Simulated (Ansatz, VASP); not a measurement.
**FeGe: VASP beside Ansatz**

File INCAR:

```
  PREC = Accurate
  ENCUT = 520
  EDIFF = 1E-8
  ISMEAR = -1
  SIGMA = 0.05
  LREAL = F
  LASPH = T
  NELM = 150
  ALGO = Normal
  ISIF = 2
  LWAVE = F
  LCHARG = F
  ISPIN = 2
  MAGMOM = 3 3 3 3 0 0 0 0
  LORBIT = 11
  LMAXMIX = 4
  GGA = RP
  LEFG = T
  NBANDS = 58
```

The input KPOINTS:

```
Automatic mesh
0
Gamma
  7 7 7
```

The input POSCAR:

```
FeGe
1.0
    4.6890000000      0.0000000000      0.0000000000
    0.0000000000      4.6890000000      0.0000000000
    0.0000000000      0.0000000000      4.6890000000
Fe Ge
4 4
Direct
    0.1350000000      0.1350000000      0.1350000000
    0.3650000000      0.8650000000      0.6350000000
    0.6350000000      0.3650000000      0.8650000000
    0.8650000000      0.6350000000      0.3650000000
    0.8420000000      0.8420000000      0.8420000000
    0.6580000000      0.1580000000      0.3420000000
    0.3420000000      0.6580000000      0.1580000000
    0.1580000000      0.3420000000      0.6580000000
```

Input for Ansatz:

```yaml
crystal:
  lattice:
    - [4.689, 0.0, 0.0]
    - [0.0, 4.689, 0.0]
    - [0.0, 0.0, 4.689]
  atoms:
    - { symbol: Fe, position: [0.135, 0.135, 0.135], spin: 3.0 }
    - { symbol: Fe, position: [0.365, 0.865, 0.635], spin: 3.0 }
    - { symbol: Fe, position: [0.635, 0.365, 0.865], spin: 3.0 }
    - { symbol: Fe, position: [0.865, 0.635, 0.365], spin: 3.0 }
    - { symbol: Ge, position: [0.842, 0.842, 0.842] }
    - { symbol: Ge, position: [0.658, 0.158, 0.342] }
    - { symbol: Ge, position: [0.342, 0.658, 0.158] }
    - { symbol: Ge, position: [0.158, 0.342, 0.658] }
magnetization:
  spin_polarized: true
kpoints:
  mp_grid: { grid: [7, 7, 7] }
scf:
  occupations: { method: fermi_dirac, width: 0.05 }
hamiltonian:
  xc: rpbe
  pseudopotentials: { kind: paw, source: jth }
output:
  forces: true
  stress: true
  populations: true
  efg:
    quadrupole_moments_barn: { Fe: 0.16, Ge: -0.196 }
    contact_densities: true
```

Alike in both runs: task electric field gradients; functional RPBE; k mesh 7 × 7 × 7; occupations fermi-dirac, width 0.05 eV; collinear spin.

```csv
,VASP,Ansatz
version,VASP 6.6.1,Ansatz 0.2.0
potentials or method,"VASP PAW PBE potentials, release 64 (Fe, Ge_d)","plane-wave PAW, scalar-relativistic"
plane-wave cutoff (eV),520,1320
valence electrons in the cell,88,120
```

Ansatz gave:

- pressure (GPa): 1.5
- rms of the force components (eV/Å): 0.009
- net moment per atom (μB): 0.55
- size of the moment on the site where the two differ most (μB): 0.06
- size of Vzz on the site where it differs most (V/Å²): 5.1

Q: Which values does VASP return?

A: Pressure (GPa): 1.6; rms of the force components (eV/Å): 0.004; net moment per atom (μB): 0.54; size of the moment on the site where the two differ most (μB): 0.09; size of Vzz on the site where it differs most (V/Å²): 11.1.

VASP's potentials were made for PBE, not for RPBE. Site moments also hang on the region over which each program counts them. Atom by atom the forces differ by 0.006 eV/Å (rms over components). VASP's potentials hold 88 valence electrons a cell and Ansatz's 120, so a difference there can come from the potentials and not from the codes. Ansatz's warnings: radial quadrature taken.
